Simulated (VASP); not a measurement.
# InP in VASP: relaxation of the atoms with PBE

Aim: the relaxation of the atoms of InP with PBE.

Everything below comes from runs of VASP 6.6.1. Logs are shortened: lines on timing, memory, paths and dates and some standing lists are left out, and cuts for length are marked.

### 1 The cell of the first run

The cell holds a slab with vacuum, 8 atoms: a = 4.214 Å, b = 4.214 Å, c = 26.183 Å, α = 90.00°, β = 90.00°, γ = 120.00°.

### 2 Relaxation of the atoms, PBE

INCAR reads:

```
SYSTEM = InP
PREC     = Accurate       ! precision mode
ENCUT    = 520            ! plane-wave cutoff, eV
EDIFF    = 1E-7           ! SCF threshold, eV
ISMEAR   = 0              ! smearing method
SIGMA    = 0.05           ! smearing width, eV
LREAL    = .FALSE.        ! projectors in reciprocal space
LASPH    = .TRUE.         ! aspherical terms in the spheres
NELM     = 80             ! most SCF steps
ALGO     = Fast           ! electronic algorithm
ISIF     = 2              ! what is computed and relaxed
LWAVE    = .FALSE.        ! write WAVECAR
LCHARG   = .FALSE.        ! write CHGCAR
LDIPOL   = .TRUE.       
IDIPOL   = 3            
DIPOL    = 0.5 0.5 0.500
GGA      = PE             ! functional
IBRION   = 2              ! ionic algorithm
NSW      = 80             ! ionic steps
EDIFFG   = -0.02          ! ionic threshold
KPAR     = 4
```

KPOINTS reads:

```
regular mesh
0
G
  9 9 1
  0 0 0
```

POSCAR reads:

```
InP
1.0
    4.2144047878      0.0000000000      0.0000000000
   -2.1072023939      3.6497816080      0.0000000000
    0.0000000000      0.0000000000     26.1834030746
P In
4 4
Direct
    0.0000000000      0.0000000000      0.2864409939
    0.3333333333      0.6666666667      0.4178619207
    0.6666666667      0.3333333333      0.5492828476
    0.0000000000      0.0000000000      0.6807037744
    0.3333333333      0.6666666667      0.3192962256
    0.6666666667      0.3333333333      0.4507171524
    0.0000000000      0.0000000000      0.5821380793
    0.3333333333      0.6666666667      0.7135590061
```

Potentials or basis: VASP PAW PBE potentials, release 64 (P, In_d).

Command:

```
$ cat potpaw_PBE.64/P/POTCAR potpaw_PBE.64/In_d/POTCAR > POTCAR
$ mpirun -np 4 vasp_std > vasp.out
```

OUTCAR:

```text
SYSTEM = InP
   PREC = Accurate
   ENCUT = 520
   EDIFF = 1E-7
   ISMEAR = 0
   LREAL = .FALSE.
   LASPH = .TRUE.
   NELM = 80
   ISIF = 2
   GGA = PE
   IBRION = 2
   NSW = 80
   EDIFFG = -0.02

 ion  position               nearest neighbor table
   1  0.000  0.000  0.286-   5 2.58   5 2.58   5 2.58
   2  0.333  0.667  0.418-   5 2.58   6 2.58   6 2.58   6 2.58
   3  0.667  0.333  0.549-   7 2.58   7 2.58   7 2.58   6 2.58
   4  0.000  0.000  0.681-   7 2.58   8 2.58   8 2.58   8 2.58
   5  0.333  0.667  0.319-   2 2.58   1 2.58   1 2.58   1 2.58
   6  0.667  0.333  0.451-   2 2.58   2 2.58   2 2.58   3 2.58
   7  0.000  0.000  0.582-   4 2.58   3 2.58   3 2.58   3 2.58
   8  0.333  0.667  0.714-   4 2.58   4 2.58   4 2.58

  LATTYP: Found a hexagonal cell.
 ALAT       =     4.2144047878
 C/A-ratio  =     6.2128353571

  Lattice vectors:

 A1 = (   4.2144047878,   0.0000000000,   0.0000000000)
 A2 = (  -2.1072023939,   3.6497816080,   0.0000000000)
 A3 = (   0.0000000000,   0.0000000000,  26.1834030746)

Analysis of symmetry for initial positions (statically):
=====================================================================
 Subroutine PRICEL returns:
 Original cell was already a primitive cell.

 Routine SETGRP: Setting up the symmetry group for a
 hexagonal supercell.

 Subroutine GETGRP returns: Found  6 space group operations
 (whereof  6 operations were pure point group operations)
 out of a pool of 24 trial point group operations.

The static configuration has the point symmetry C_3v.

Analysis of symmetry for dynamics (positions and initial velocities):
=====================================================================
 Subroutine PRICEL returns:
 Original cell was already a primitive cell.

 Routine SETGRP: Setting up the symmetry group for a
 hexagonal supercell.

 Subroutine GETGRP returns: Found  6 space group operations
 (whereof  6 operations were pure point group operations)
 out of a pool of 24 trial point group operations.

The dynamic configuration has the point symmetry C_3v.

 Subroutine INISYM returns: Found  6 space group operations
 (whereof  6 operations are pure point group operations),
 and found     1 'primitive' translations

----------------------------------------------------------------------------------------

                                     Primitive cell

  volume of cell :     402.7441

  direct lattice vectors                    reciprocal lattice vectors
     4.214404788  0.000000000  0.000000000     0.237281431  0.136994498  0.000000000
    -2.107202394  3.649781608  0.000000000     0.000000000  0.273988996  0.000000000
     0.000000000  0.000000000 26.183403075     0.000000000  0.000000000  0.038192133

  length of vectors
     4.214404788  4.214404788 26.183403075     0.273988996  0.273988996  0.038192133

  position of ions in fractional coordinates (direct lattice)
     0.000000000  0.000000000  0.286440994
     0.333333333  0.666666667  0.417861921
     0.666666667  0.333333333  0.549282848
     0.000000000  0.000000000  0.680703774
     0.333333333  0.666666667  0.319296226
     0.666666667  0.333333333  0.450717152
     0.000000000  0.000000000  0.582138079
     0.333333333  0.666666667  0.713559006

  ion indices of the primitive-cell ions
   primitive index   ion index
                 1           1
                 2           2
                 3           3
                 4           4
                 5           5
                 6           6
                 7           7
                 8           8

----------------------------------------------------------------------------------------

 KPOINTS: regular mesh

Automatic generation of k-mesh.
 Grid dimensions read from file:
 generate k-points for:    9    9    1

 Generating k-lattice:

  Cartesian coordinates                     Fractional coordinates (reciprocal lattice)
     0.026364603  0.015221611  0.000000000     0.111111111  0.000000000  0.000000000
     0.000000000  0.030443222  0.000000000     0.000000000  0.111111111  0.000000000
     0.000000000  0.000000000  0.038192133     0.000000000  0.000000000  1.000000000

  Length of vectors
     0.030443222  0.030443222  0.038192133

  Shift w.r.t. Gamma in fractional coordinates (k-lattice)
     0.000000000  0.000000000  0.000000000

 Subroutine IBZKPT returns following result:
 ===========================================

 Found     12 irreducible k-points:

 Following reciprocal coordinates:
            Coordinates               Weight
  0.000000  0.000000  0.000000      1.000000
  0.111111 -0.000000  0.000000      6.000000
  0.222222  0.000000  0.000000      6.000000
  0.333333  0.000000  0.000000      6.000000
  0.444444  0.000000  0.000000      6.000000
  0.111111  0.111111  0.000000      6.000000
  0.222222  0.111111  0.000000     12.000000
  0.333333  0.111111  0.000000     12.000000
  0.444444  0.111111  0.000000      6.000000
  0.222222  0.222222  0.000000      6.000000
  0.333333  0.222222  0.000000     12.000000
  0.333333  0.333333  0.000000      2.000000
   k-points           NKPTS =     12   k-points in BZ     NKDIM =     12   number of bands    NBANDS=     43
   number of dos      NEDOS =    301   number of ions     NIONS =      8
   total plane-waves  NPLWV = 200704
   dimension x,y,z NGX =    32 NGY =   32 NGZ =  196
   dimension x,y,z NGXF=    64 NGYF=   64 NGZF=  392
   ions per type =               4   4
   NGX,Y,Z   is equivalent  to a cutoff of  12.62, 12.62, 12.44 a.u.
   NGXF,Y,Z  is equivalent  to a cutoff of  25.25, 25.25, 24.89 a.u.
 SYSTEM =  InP
   PREC   = accura    normal or accurate (medium, high low for compatibility)
   ISTART =      0    job   : 0-new  1-cont  2-samecut
   ICHARG =      2    charge: 1-file 2-atom 10-const
   ISPIN  =      1    spin polarized calculation?
   LNONCOLLINEAR =      F non collinear calculations
   LSORBIT =      F    spin-orbit coupling
   LASPH  =      T    aspherical Exc in radial PAW
   ENCUT  =  520.0 eV  38.22 Ry    6.18 a.u.   7.84  7.84 48.68*2*pi/ulx,y,z
   NELM   =     80;   NELMIN=  2; NELMDL= -5     # of ELM steps
   EDIFF  = 0.1E-06   stopping-criterion for ELM
   LREAL  =      F    real-space projection
   EDIFFG = -.2E-01   stopping-criterion for IOM
   NSW    =     80    number of steps for IOM
   IBRION =      2    ionic relax: 0-MD 1-quasi-New 2-CG
   NFREE  =      1    steps in history (QN), initial steepest desc. (CG)
   ISIF   =      2    stress and relaxation
   ISYM   =      2    0-nonsym 1-usesym 2-fastsym
   POTIM  = 0.5000    time-step for ionic-motion
   TEBEG  =    0.0;   TEEND  =   0.0 temperature during run
   PSTRESS=    0.0 pullay stress
   NELECT =      72.0000    total number of electrons
   NUPDOWN=      -1.0000    fix difference up-down
   EMIN   =  10.00;   EMAX   =-10.00  energy-range for DOS
   EFERMI =   0.00;   METHOD = LEGACY
   ISMEAR =     0;   SIGMA  =   0.05  broadening in eV -4-tet -1-fermi 0-gaus
   EFERMI_NEDOS =   21; number of points for ismear=-14 and -15
   IALGO  =     68    algorithm
   IMIX   =      4    mixing-type and parameters
     AMIX     =   0.40;   BMIX     =  1.00
     AMIX_MAG =   1.60;   BMIX_MAG =  1.00
  volume/ion in A,a.u.               =      50.34       339.73
  Fermi-wavevector in a.u.,A,eV,Ry     =   0.922237  1.742775 11.572044  0.850521
  Thomas-Fermi vector in A             =   2.047742
   LORBIT       =      0    0 simple, 1 ext, 2 COOP (PROOUT), +10 PAW based schemes
   GGA     = PE    functional components
   LHFCALC =     F    Hartree Fock is set to
   AEXX    =    0.0000 exact exchange contribution
   IVDW    =     0    specifies the selected vdW correction
   LEPSILON=     F    determine dielectric tensor
   LRPA    =     F    only Hartree local field effects (RPA)
 conjugate gradient relaxation of ions
 non-spin polarized calculation
 RMM-DIIS sequential band-by-band and
 Gauss-broadening in eV      SIGMA  =   0.05
  energy-cutoff  :      520.00
  volume of cell :      402.74
 maximum number of plane-waves:     10883
 NGX is ok and might be reduce to    32
   NGX = 15   NGY = 15   NGZ = 97

 dipolmoment           0.000000      0.000000      0.086820 electrons x Angstroem

--------------------------------------- Ionic step        1  -------------------------------------------

 number of electron      72.0000001 magnetization

 Free energy of the ion-electron system (eV)
  ---------------------------------------------------
  ext. energy  EPLUGINS =         0.00000000
  ---------------------------------------------------
  free energy    TOTEN  =       -31.44892484 eV

  energy without entropy =      -31.43980258  energy(sigma->0) =      -31.44436371

------------------------ aborting loop because EDIFF is reached ----------------------------------------

  FORCE on cell =-STRESS in cart. coord.  units (eV):
  Direction    XX          YY          ZZ          XY          YZ          ZX
  --------------------------------------------------------------------------------------
  -------------------------------------------------------------------------------------
  Total       -0.8397018     -0.8397018      1.9767707      0.0000000      0.0000000      0.0000000
  in kB       -3.3404612     -3.3404612      7.8638943      0.0000000      0.0000000      0.0000000
  external PRESSURE =       0.3943240 kB  Pullay stress =       0.0000000 kB
[... 107 lines left out ...]
  FREE ENERGIE OF THE ION-ELECTRON SYSTEM (eV)
  ---------------------------------------------------
  free  energy   TOTEN  =       -31.5035313712 eV

  energy  without entropy=      -31.4931656444  energy(sigma->0) =      -31.49834851

[... ionic steps 4 to 7 ...]

--------------------------------------- Ionic step        8  -------------------------------------------

 number of electron      72.0000008 magnetization

------------------------ aborting loop because EDIFF is reached ----------------------------------------
[... 79 lines left out ...]
--------------------------------------- Ionic step       10  -------------------------------------------

 number of electron      72.0000010 magnetization

 dipolmoment           0.000000      0.000000     -0.219006 electrons x Angstroem

 Free energy of the ion-electron system (eV)
  ---------------------------------------------------
  ext. energy  EPLUGINS =         0.00000000
  ---------------------------------------------------
  free energy    TOTEN  =       -31.50669620 eV

  energy without entropy =      -31.49564556  energy(sigma->0) =      -31.50117088

 E-fermi :   0.4446     XC(G=0):  -5.3036

 val. band max:        0.4402901025   @ k =   0.1111  -0.0000   0.0000
 cond. band min:       0.4493753879   @ k =   0.4444   0.0000   0.0000
 fundamental gap:      0.0090852854
 Fermi energy:         0.4445985330

 k-point     1 :       0.0000    0.0000    0.0000
  band No.  band energies     occupation
      1     -14.7914      2.00000
      2     -14.7222      2.00000
      3     -14.7222      2.00000
      4     -14.6276      2.00000
      5     -14.6276      2.00000
      6     -14.4686      2.00000
[... 541 lines left out ...]
     42       4.4951      0.00000
     43       4.7019      0.00000

------------------------ aborting loop because EDIFF is reached ----------------------------------------

 vacuum level on the upper side and lower side of the slab       (xc-potential included)        -1.370         1.201

  FORCE on cell =-STRESS in cart. coord.  units (eV):
  Direction    XX          YY          ZZ          XY          YZ          ZX
  --------------------------------------------------------------------------------------
  -------------------------------------------------------------------------------------
  Total        0.3096736      0.3096736      0.1474249      0.0000000     -0.0000000      0.0000000
  in kB        1.2319288      1.2319288      0.5864787      0.0000000     -0.0000000      0.0000000
  external PRESSURE =       1.0167788 kB  Pullay stress =       0.0000000 kB
[... 23 lines left out ...]
  FREE ENERGIE OF THE ION-ELECTRON SYSTEM (eV)
  ---------------------------------------------------
  free  energy   TOTEN  =       -31.5066962019 eV

  energy  without entropy=      -31.4956455606  energy(sigma->0) =      -31.50117088

 reached required accuracy - stopping structural energy minimisation

 vacuum level on the upper side and lower side of the slab         3.678         6.285
```

Wall time 16 min (4 MPI ranks of Oxide Virtual Turin-like, shared host); peak memory 0.6 GiB.

What came out:

| Item | Value |
| --- | --- |
| Free energy | -31.5067 eV |
| Energy gained by relaxing | 7.2 meV/atom |
| Ionic steps | 10 |
| Largest force after relaxing | 0.018 eV/Å |
| Band gap on the k mesh | zero (bands 36 and 37 overlap by 0.16 eV) |

Forces on the atoms (eV/Å):
```
P    0.000  0.000 -0.018
P    0.000  0.000  0.008
P    0.000  0.000 -0.003
P    0.000  0.000  0.009
In   0.000  0.000  0.005
In   0.000  0.000 -0.015
In   0.000  0.000 -0.001
In   0.000  0.000  0.015
```

The path:
```
step  energy change (eV)  largest force (eV/Å)  pressure (GPa)
   1              0.0000                0.5102            0.04
   2             -0.0410                0.2593            0.05
   3             -0.0546                0.0934            0.10
   4             -0.0558                0.0550            0.11
   5             -0.0564                0.0456            0.12
   6             -0.0569                0.0291            0.12
   7             -0.0573                0.0368            0.13
   8             -0.0574                0.0373            0.12
   9             -0.0576                0.0284            0.12
  10             -0.0578                0.0180            0.10
```

Final structure:
```
P In
1.0
     4.21440    0.00000    0.00000
    -2.10720    3.64978    0.00000
     0.00000    0.00000   26.18340
P In
4 4
Cartesian
  0.0000 0.0000 7.5185
  0.0000 2.4332 10.9689
  2.1072 1.2166 14.4165
  4.2144 0.0000 17.8936
  0.0000 2.4332 8.2773
  2.1072 1.2166 11.7594
  -2.1072 3.6498 15.2187
  0.0000 2.4332 18.6809
```

Levels at points of the mesh, in eV from the Fermi level:
```
           k point  band 34  band 35  band 36  band 37  band 38  band 39
(0.00, 0.00, 0.00)    -0.63     0.14     0.16     0.16     0.58     1.19
```

Caveat: spin-orbit coupling is left out, which moves the levels of the heavy elements.
